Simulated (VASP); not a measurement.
# Ag (Cmcm) in VASP: further runs

Runs on Ag. Level: PBEsol. Tasks: single point.

Everything below comes from runs of VASP 6.6.1. Logs are shortened: lines on timing, memory, paths and dates and some standing lists are left out, and cuts for length are marked.

**1. The cell of the first run**

Symmetry: Cmcm, No. 63, orthorhombic system. The conventional cell has a = 4.561 Å, b = 3.225 Å, c = 4.561 Å, α = 90.00°, β = 90.00°, γ = 90.00°. Ag (site symmetry m2m) has 14 Ag at 2.68 to 3.23 Å within 3.5 Å.

**2. Single point, PBEsol (atoms displaced along a vibrational mode)**

Input file INCAR:

```
ALGO = Fast
EDIFF = 1E-7
ENCUT = 520
GGA = PS
ISIF = 2
ISMEAR = 0
LASPH = True
LCHARG = False
LREAL = False
LWAVE = False
NBANDS = 18
NELM = 100
PREC = Accurate
SIGMA = 0.15
```

Input file KPOINTS:

```
k-points
0
Gamma
  22 22 14
```

Input file POSCAR:

```
Ag
1.0
   -1.6125573273      1.6125573273      1.6125573273
    1.6125573273     -1.6125573273      1.6125573273
    3.2251146547      3.2251146547      0.0000000000
Ag
2
Direct
   -0.0325569821     -0.0325569821      0.0000000000
    0.5325569821      0.5325569821      0.5000000000
```

Potentials or basis: VASP PAW PBE potentials, release 64 (Ag).

Launch:

```console
$ cat potpaw_PBE.64/Ag/POTCAR > POTCAR
$ mpirun -np 1 vasp_std > vasp.out
```

OUTCAR:

```text
EDIFF = 1E-7
   ENCUT = 520
   GGA = PS
   ISIF = 2
   ISMEAR = 0
   LASPH = True
   LREAL = False
   NELM = 100
   PREC = Accurate

 ion  position               nearest neighbor table
   1  0.967  0.967  0.000-   2 2.68   2 2.68   2 2.92   2 2.92   2 3.23   2 3.23   2 3.23   2 3.23

   2  0.533  0.533  0.500-   1 2.68   1 2.68   1 2.92   1 2.92   1 3.23   1 3.23   1 3.23   1 3.23

  LATTYP: Found a base centered orthorhombic cell.
 ALAT       =     3.2251146546
 B/A-ratio  =     1.4142135624
 C/A-ratio  =     1.4142135624

  Lattice vectors:

 A1 = (  -1.6125573273,   1.6125573273,   1.6125573273)
 A2 = (   1.6125573273,  -1.6125573273,   1.6125573273)
 A3 = (   3.2251146547,   3.2251146547,   0.0000000000)

Analysis of symmetry for initial positions (statically):
=====================================================================
 Subroutine PRICEL returns:
 Original cell was already a primitive cell.

 Routine SETGRP: Setting up the symmetry group for a
 base centered orthorhombic supercell.

 Subroutine GETGRP returns: Found  8 space group operations
 (whereof  4 operations were pure point group operations)
 out of a pool of  8 trial point group operations.

The static configuration has the point symmetry C_2v.
 The point group associated with its full space group is D_2h.

Analysis of symmetry for dynamics (positions and initial velocities):
=====================================================================
 Subroutine PRICEL returns:
 Original cell was already a primitive cell.

 Routine SETGRP: Setting up the symmetry group for a
 base centered orthorhombic supercell.

 Subroutine GETGRP returns: Found  8 space group operations
 (whereof  4 operations were pure point group operations)
 out of a pool of  8 trial point group operations.

The dynamic configuration has the point symmetry C_2v.
 The point group associated with its full space group is D_2h.

 Subroutine INISYM returns: Found  8 space group operations
 (whereof  4 operations are pure point group operations),
 and found     1 'primitive' translations

----------------------------------------------------------------------------------------

                                     Primitive cell

  volume of cell :      33.5456

  direct lattice vectors                    reciprocal lattice vectors
    -1.612557327  1.612557327  1.612557327    -0.155033248  0.155033248  0.310066496
     1.612557327 -1.612557327  1.612557327     0.155033248 -0.155033248  0.310066496
     3.225114655  3.225114655  0.000000000     0.155033248  0.155033248  0.000000000

  length of vectors
     2.793031221  2.793031221  4.561000885     0.379752351  0.379752351  0.219250122

  position of ions in fractional coordinates (direct lattice)
     0.967443018  0.967443018  0.000000000
     0.532556982  0.532556982  0.500000000

  ion indices of the primitive-cell ions
   primitive index   ion index
                 1           1
                 2           2

----------------------------------------------------------------------------------------

 KPOINTS: k-points

Automatic generation of k-mesh.
 Grid dimensions read from file:
 generate k-points for:   22   22   14

 Generating k-lattice:

  Cartesian coordinates                     Fractional coordinates (reciprocal lattice)
    -0.007046966  0.007046966  0.014093932     0.045454545  0.000000000  0.000000000
     0.007046966 -0.007046966  0.014093932     0.000000000  0.045454545  0.000000000
     0.011073803  0.011073803  0.000000000     0.000000000  0.000000000  0.071428571

  Length of vectors
     0.017261470  0.017261470  0.015660723

  Shift w.r.t. Gamma in fractional coordinates (k-lattice)
     0.000000000  0.000000000  0.000000000

 Subroutine IBZKPT returns following result:
 ===========================================

 Found   1064 irreducible k-points:

 Following reciprocal coordinates:
            Coordinates               Weight
  0.000000  0.000000  0.000000      1.000000
  0.045455  0.000000  0.000000      4.000000
  0.090909  0.000000  0.000000      4.000000
  0.136364  0.000000  0.000000      4.000000
  0.181818  0.000000  0.000000      4.000000
  0.227273  0.000000  0.000000      4.000000
[... 16 lines left out ...]
  0.500000  0.045455  0.000000      4.000000
 -0.454545  0.045455  0.000000      4.000000
 [... further k-points ...]
   k-points           NKPTS =   1064   k-points in BZ     NKDIM =   1064   number of bands    NBANDS=     18
   number of dos      NEDOS =    301   number of ions     NIONS =      2
   total plane-waves  NPLWV =  20736
   dimension x,y,z NGX =    24 NGY =   24 NGZ =   36
   dimension x,y,z NGXF=    48 NGYF=   48 NGZF=   72
   ions per type =               2
   NGX,Y,Z   is equivalent  to a cutoff of  14.29, 14.29, 13.12 a.u.
   NGXF,Y,Z  is equivalent  to a cutoff of  28.57, 28.57, 26.24 a.u.
 SYSTEM =  unknown system
   PREC   = accura    normal or accurate (medium, high low for compatibility)
   ISTART =      0    job   : 0-new  1-cont  2-samecut
   ICHARG =      2    charge: 1-file 2-atom 10-const
   ISPIN  =      1    spin polarized calculation?
   LNONCOLLINEAR =      F non collinear calculations
   LSORBIT =      F    spin-orbit coupling
   LASPH  =      T    aspherical Exc in radial PAW
   ENCUT  =  520.0 eV  38.22 Ry    6.18 a.u.   5.19  5.19  8.48*2*pi/ulx,y,z
   NELM   =    100;   NELMIN=  2; NELMDL= -5     # of ELM steps
   EDIFF  = 0.1E-06   stopping-criterion for ELM
   LREAL  =      F    real-space projection
   EDIFFG = 0.1E-05   stopping-criterion for IOM
   NSW    =      0    number of steps for IOM
   IBRION =     -1    ionic relax: 0-MD 1-quasi-New 2-CG
   NFREE  =      0    steps in history (QN), initial steepest desc. (CG)
   ISIF   =      2    stress and relaxation
   ISYM   =      2    0-nonsym 1-usesym 2-fastsym
   POTIM  = 0.5000    time-step for ionic-motion
   TEBEG  =    0.0;   TEEND  =   0.0 temperature during run
   PSTRESS=    0.0 pullay stress
   NELECT =      22.0000    total number of electrons
   NUPDOWN=      -1.0000    fix difference up-down
   EMIN   =  10.00;   EMAX   =-10.00  energy-range for DOS
   EFERMI =   0.00;   METHOD = LEGACY
   ISMEAR =     0;   SIGMA  =   0.15  broadening in eV -4-tet -1-fermi 0-gaus
   EFERMI_NEDOS =   21; number of points for ismear=-14 and -15
   IALGO  =     68    algorithm
   IMIX   =      4    mixing-type and parameters
     AMIX     =   0.40;   BMIX     =  1.00
     AMIX_MAG =   1.60;   BMIX_MAG =  1.00
  volume/ion in A,a.u.               =      16.77       113.19
  Fermi-wavevector in a.u.,A,eV,Ry     =   1.422342  2.687836 27.525341  2.023056
  Thomas-Fermi vector in A             =   2.543056
   LORBIT       =      0    0 simple, 1 ext, 2 COOP (PROOUT), +10 PAW based schemes
   GGA     = PS    functional components
   LHFCALC =     F    Hartree Fock is set to
   AEXX    =    0.0000 exact exchange contribution
   IVDW    =     0    specifies the selected vdW correction
   LEPSILON=     F    determine dielectric tensor
   LRPA    =     F    only Hartree local field effects (RPA)
 non-spin polarized calculation
 RMM-DIIS sequential band-by-band and
 Gauss-broadening in eV      SIGMA  =   0.15
  energy-cutoff  :      520.00
  volume of cell :       33.55
 maximum number of plane-waves:       922
 NGX is ok and might be reduce to    24
   NGX = 11   NGY = 11   NGZ = 17

 number of electron      21.9999993 magnetization

 Free energy of the ion-electron system (eV)
  ---------------------------------------------------
  ext. energy  EPLUGINS =         0.00000000
  ---------------------------------------------------
  free energy    TOTEN  =        -6.48873895 eV

  energy without entropy =       -6.48140143  energy(sigma->0) =       -6.48507019

 E-fermi :   8.4638     XC(G=0): -12.5059

 val. band max:        8.4574551997   @ k =   0.5000   0.2273   0.1429
 cond. band min:       8.4639850815   @ k =   0.5000  -0.0000   0.0714
 fundamental gap:      0.0065298818
 Fermi energy:         8.4637576523

 k-point     1 :       0.0000    0.0000    0.0000
  band No.  band energies     occupation
      1       0.5208      2.00000
      2       1.9913      2.00000
      3       2.7227      2.00000
      4       3.4342      2.00000
      5       3.4755      2.00000
      6       3.5510      2.00000
[... 10 lines left out ...]
     17      26.6112      0.00000
     18      26.6616      0.00000

 k-point     2 :       0.0455    0.0000    0.0000
  band No.  band energies     occupation
      1       0.5730      2.00000
      2       2.0231      2.00000
      3       2.7341      2.00000
      4       3.4371      2.00000
      5       3.4959      2.00000
      6       3.5472      2.00000
[... 10 lines left out ...]
     17      26.5303      0.00000
     18      26.6607      0.00000

 k-point     3 :       0.0909    0.0000    0.0000
  band No.  band energies     occupation
      1       0.7270      2.00000
      2       2.1140      2.00000
      3       2.7680      2.00000
      4       3.4166      2.00000
      5       3.5352      2.00000
      6       3.5874      2.00000
[... 10 lines left out ...]
     17      26.2105      0.00000
     18      26.7817      0.00000

 k-point     4 :       0.1364    0.0000    0.0000
  band No.  band energies     occupation
      1       0.9746      2.00000
      2       2.2489      2.00000
      3       2.8245      2.00000
      4       3.3762      2.00000
      5       3.5125      2.00000
      6       3.7501      2.00000
[... 375 lines left out ...]
      4       3.2315      2.00000
      5       3.5846      2.00000
      6       4.0104      2.00000
[... 10 lines left out ...]
     17      21.5386      0.00000
     18      24.6970      0.00000

 k-point    23 :       0.5000    0.0455    0.0000
  band No.  band energies     occupation
      1       2.5174      2.00000
      2       2.7022      2.00000
      3       2.9027      2.00000
      4       3.2079      2.00000
      5       3.5638      2.00000
      6       3.9793      2.00000
[... 10 lines left out ...]
     17      21.7889      0.00000
     18      24.5320      0.00000

 k-point    24 :      -0.4545    0.0455    0.0000
  band No.  band energies     occupation
      1       2.5404      2.00000
      2       2.7217      2.00000
      3       2.9223      2.00000
      4       3.2174      2.00000
      5       3.4774      2.00000
      6       3.8672      2.00000
[... 10 lines left out ...]
     17      22.1525      0.00000
     18      24.4972      0.00000

 [... further k-points ...]

------------------------ aborting loop because EDIFF is reached ----------------------------------------

  FORCE on cell =-STRESS in cart. coord.  units (eV):
  Direction    XX          YY          ZZ          XY          YZ          ZX
  --------------------------------------------------------------------------------------
  -------------------------------------------------------------------------------------
  Total        0.2348128      0.2348128      0.0173182      0.2808404      0.0000000      0.0000000
  in kB       11.2149370     11.2149370      0.8271354     13.4132708      0.0000000      0.0000000
  external PRESSURE =       7.7523364 kB  Pullay stress =       0.0000000 kB

 VOLUME and BASIS-vectors are now :
 -----------------------------------------------------------------------------
  energy-cutoff  :      520.00
  volume of cell :       33.55
      direct lattice vectors                 reciprocal lattice vectors
    -1.612557327  1.612557327  1.612557327    -0.155033248  0.155033248  0.310066496
     1.612557327 -1.612557327  1.612557327     0.155033248 -0.155033248  0.310066496
     3.225114655  3.225114655  0.000000000     0.155033248  0.155033248  0.000000000

 POSITION                                       TOTAL-FORCE (eV/Angst)
 -----------------------------------------------------------------------------------
      0.00000      0.00000      3.12011         0.000000      0.000000      0.552200
      1.61256      1.61256      1.71756        -0.000000     -0.000000     -0.552200
 -----------------------------------------------------------------------------------
    total drift:                               -0.000000     -0.000000      0.000000

  FREE ENERGIE OF THE ION-ELECTRON SYSTEM (eV)
  ---------------------------------------------------
  free  energy   TOTEN  =        -6.4887389478 eV

  energy  without entropy=       -6.4814014280  energy(sigma->0) =       -6.48507019
```

Run time: 4.9 min. Hardware: 1 thread of Intel Xeon Platinum 8488C (Sapphire Rapids), shared host; peak memory 0.59 GiB.

What came out:

```
Free energy            : -6.4887 eV
Pressure               : 0.8 GPa
Largest force          : 0.552 eV/Å
Band gap on the k mesh : zero (bands 11 and 12 overlap by 8.05 eV)
```

Forces on the atoms (eV/Å):
```
Ag   0.000  0.000  0.552
Ag   0.000  0.000 -0.552
```

Levels at points of the mesh, in eV from the Fermi level:
```csv
k point,band 7,band 8,band 9,band 10,band 11,band 12,band 13,band 14,band 15,band 16
"(0.00, 0.00, 0.00)",-3.63,-3.59,-3.52,-3.51,-2.60,-0.16,4.27,13.52,14.82,17.73
"(0.50, 0.00, 0.00)",-3.78,-3.65,-3.31,-3.22,0.01,0.57,7.37,7.89,8.52,9.27
"(0.50, 0.50, 0.00)",-2.90,-2.77,-2.74,-2.52,-0.17,4.24,6.90,6.91,7.11,12.46
"(0.00, 0.00, 0.50)",-3.83,-3.83,-3.60,-3.60,-3.50,-3.50,12.15,12.15,15.58,15.58
"(0.50, 0.00, 0.50)",-3.46,-3.46,-2.54,-2.54,-0.10,-0.10,4.19,4.19,13.44,13.44
"(0.50, 0.50, 0.50)",-3.63,-3.63,-2.64,-2.64,3.36,3.36,4.82,4.82,9.92,9.92
```

Caveat: the cell differs from its parent crystal (atoms displaced along a vibrational mode); the PAW data sets were made with another functional, which shifts forces and pressure a little.

**3. Single point, PBEsol (atoms displaced along a vibrational mode)**

Input file INCAR:

```
SYSTEM = Ag
PREC     = Accurate       ! precision mode
ENCUT    = 520            ! plane-wave cutoff, eV
EDIFF    = 1E-6           ! SCF threshold, eV
ISMEAR   = 0              ! smearing method
SIGMA    = 0.15           ! smearing width, eV
LREAL    = .False.        ! projectors in reciprocal space
LASPH    = .True.         ! aspherical terms in the spheres
NELM     = 60             ! most SCF steps
ALGO     = Fast           ! electronic algorithm
ISIF     = 2              ! what is computed and relaxed
LWAVE    = .False.        ! write WAVECAR
LCHARG   = .True.         ! write CHGCAR
GGA      = PS             ! functional
LELF     = .True.         ! ELF
LVHAR    = .True.       
NBANDS   = 18             ! bands
```

Input file KPOINTS:

```
Automatic mesh
0
Gamma
  22 22 14
  0 0 0
```

Input file POSCAR:

```
Ag
1.0
   -1.6125573273      1.6125573273      1.6125573273
    1.6125573273     -1.6125573273      1.6125573273
    3.2251146547      3.2251146547      0.0000000000
Ag
2
Direct
   -0.0232549872     -0.0232549872      0.0000000000
    0.5232549872      0.5232549872      0.5000000000
```

Potentials or basis: VASP PAW PBE potentials, release 64 (Ag).

Launch:

```console
$ cat potpaw_PBE.64/Ag/POTCAR > POTCAR
$ mpirun -np 1 vasp_std > vasp.out
```

Run time: 4.1 min. Hardware: 1 thread of Intel Xeon Platinum 8488C (Sapphire Rapids), shared host; peak memory 0.59 GiB.

Results (log left out):

| Quantity | Value |
| --- | --- |
| Free energy | -6.5172 eV |
| Pressure | 0.2 GPa |
| Largest force | 0.395 eV/Å |
| Band gap on the k mesh | zero (bands 11 and 12 overlap by 8.09 eV) |

Forces on the atoms (eV/Å):
```
Ag   0.000  0.000  0.395
Ag   0.000  0.000 -0.395
```

Stress tensor (GPa, compression positive):
```
 0.37  0.64  0.00
 0.64  0.37  0.00
 0.00  0.00 -0.12
```

Levels at points of the mesh, in eV from the Fermi level:
| k point | band 7 | band 8 | band 9 | band 10 | band 11 | band 12 | band 13 | band 14 | band 15 | band 16 |
| --- | --- | --- | --- | --- | --- | --- | --- | --- | --- | --- |
| (0.00, 0.00, 0.00) | -3.63 | -3.58 | -3.55 | -3.48 | -2.56 | -0.17 | 4.25 | 13.45 | 14.71 | 17.86 |
| (0.50, 0.00, 0.00) | -3.76 | -3.68 | -3.32 | -3.24 | 0.08 | 0.49 | 7.52 | 8.08 | 8.34 | 9.07 |
| (0.50, 0.50, 0.00) | -2.84 | -2.77 | -2.76 | -2.52 | -0.17 | 4.24 | 6.90 | 6.90 | 7.01 | 12.73 |
| (0.00, 0.00, 0.50) | -3.84 | -3.84 | -3.69 | -3.69 | -3.51 | -3.51 | 12.15 | 12.15 | 15.67 | 15.67 |
| (0.50, 0.00, 0.50) | -3.45 | -3.45 | -2.53 | -2.53 | -0.14 | -0.14 | 4.21 | 4.21 | 13.41 | 13.41 |
| (0.50, 0.50, 0.50) | -3.74 | -3.74 | -2.65 | -2.65 | 3.36 | 3.36 | 4.81 | 4.81 | 10.05 | 10.05 |

Caveat: the cell differs from its parent crystal (atoms displaced along a vibrational mode); the PAW data sets were made with another functional, which shifts forces and pressure a little.
